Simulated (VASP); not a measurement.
Write the native input for VASP 6.6.1 that does the following.

```
Task                   : single point
Functional             : r2SCAN
Potentials or basis    : VASP PAW PBE potentials, release 64 (Nb_sv)
Cutoff                 : 520 eV
k mesh                 : 20 × 20 × 20
Occupations            : gaussian, width 0.15 eV
Spin                   : no spin polarisation
Dipole correction      : no
Further INCAR settings : ALGO = Normal; EDIFF = 1e-06; NBANDS = 12
```

Nb:

```xyz
1
Lattice="0.0000 2.1150 2.2842 2.1150 0.0000 2.2842 2.1150 2.1150 0.0000" Properties=species:S:1:pos:R:3 pbc="T T T"
Nb    0.0000    0.0000    0.0000
```

This cell differs from its parent crystal: strain +0.000 along x and y, +0.080 along z.

One way to write it, as run:

POSCAR

```
Nb
1.0
    0.0000000000      2.1150000000      2.2842000000
    2.1150000000      0.0000000000      2.2842000000
    2.1150000000      2.1150000000      0.0000000000
Nb
1
Direct
    0.0000000000      0.0000000000      0.0000000000
```

INCAR.step1

```
  ALGO = Normal
  EDIFF = 1E-4
  ENCUT = 520
  GGA = PE
  ISMEAR = 0
  LASPH = T
  LCHARG = F
  LREAL = F
  LWAVE = T
  NBANDS = 12
  NELM = 60
  PREC = Accurate
  SIGMA = 0.15
```

INCAR.step2

```
  ALGO = Normal
  EDIFF = 1E-6
  ENCUT = 520
  ISIF = 2
  ISMEAR = 0
  ISTART = 1
  LASPH = T
  LCHARG = T
  LELF = T
  LMIXTAU = T
  LREAL = F
  LVHAR = T
  LWAVE = F
  METAGGA = R2SCAN
  NBANDS = 12
  NELM = 60
  PREC = Accurate
  SIGMA = 0.15
```

KPOINTS

```
k-points
0
Gamma
  20 20 20
```

Potentials or basis: VASP PAW PBE potentials, release 64 (Nb_sv).

Command:

```bash
$ cat potpaw_PBE.64/Nb_sv/POTCAR > POTCAR
$ cp INCAR.step1 INCAR
$ mpirun -np 1 vasp_std > vasp.out
$ cp INCAR.step2 INCAR
$ mpirun -np 1 vasp_std > vasp.out
```

It gave:

The pressure is -13.8 GPa and the band gap on the k mesh is zero (an odd number of electrons rules out a gap without spin polarisation).

Caveat: the cell differs from its parent crystal (strain +0.000 along x and y, +0.080 along z); the stress differs along the axes, from -17 to -6 GPa; the PAW data sets were made with another functional, which shifts forces and pressure a little.

Wall time 3.6 min on 1 thread of Intel(R) Xeon(R) Platinum 8488C (Sapphire Rapids), on a shared host, peak memory 0.26 GiB.
